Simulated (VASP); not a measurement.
Wanted: the native input for a VASP 6.6.1 run.

| Quantity | Value |
| --- | --- |
| Task | single point |
| Functional | r2SCAN |
| Potentials or basis | VASP PAW PBE potentials, release 64 (Sr_sv, O) |
| Cutoff | 520 eV |
| k mesh | 8 × 8 × 8 |
| Occupations | gaussian, width 0.02 eV |
| Spin | no spin polarisation |
| Dipole correction | no |
| Further INCAR settings | ALGO = Normal; EDIFF = 1e-06; NBANDS = 15 |

The system is SrO.

```
CELL_PARAMETERS angstrom
0.00000 2.58015 2.58015
2.58015 0.00000 2.58015
2.58015 2.58015 0.00000
ATOMIC_POSITIONS crystal
Sr 0.00000 0.00000 0.00000
O 0.50000 0.50000 0.50000
```

The input as run:

POSCAR

```
SrO
1.0
    0.0000000000      2.5801476905      2.5801476905
    2.5801476905      0.0000000000      2.5801476905
    2.5801476905      2.5801476905      0.0000000000
Sr O
1 1
Direct
    0.0000000000      0.0000000000      0.0000000000
    0.5000000000      0.5000000000      0.5000000000
```

INCAR.step1

```
SYSTEM = SrO
  PREC = Accurate
  ENCUT = 520
  ISMEAR = 0
  SIGMA = 0.02
  LREAL = .False.
  LASPH = .True.
  NELM = 80
  NBANDS = 15
  GGA = PE
  ALGO = Normal
  EDIFF = 1E-4
  LWAVE = .True.
  LCHARG = .False.
```

INCAR.step2

```
SYSTEM = SrO
  PREC = Accurate
  ENCUT = 520
  EDIFF = 1E-6
  ISMEAR = 0
  SIGMA = 0.02
  LREAL = .False.
  LASPH = .True.
  NELM = 80
  ALGO = Normal
  ISIF = 2
  LWAVE = .False.
  LCHARG = .True.
  METAGGA = R2SCAN
  LMIXTAU = .True.
  LELF = .True.
  LVHAR = .True.
  NBANDS = 15
  ISTART = 1
```

KPOINTS

```
regular mesh
0
Gamma
  8 8 8
  0 0 0
```

Potentials or basis: VASP PAW PBE potentials, release 64 (Sr_sv, O).

Command:

```sh
$ cat potpaw_PBE.64/Sr_sv/POTCAR potpaw_PBE.64/O/POTCAR > POTCAR
$ cp INCAR.step1 INCAR
$ mpirun -np 1 vasp_std > vasp.out
$ cp INCAR.step2 INCAR
$ mpirun -np 1 vasp_std > vasp.out
```

Results of the run:

* Pressure: 0.5 GPa
* Band gap on the k mesh: 3.75 eV (least direct gap 3.84 eV)

Caveat: the PAW data sets were made with another functional, which shifts forces and pressure a little.

Wall time 2.1 min on 1 thread of Intel Xeon 8259CL, with other jobs on the host, peak memory 0.17 GiB.
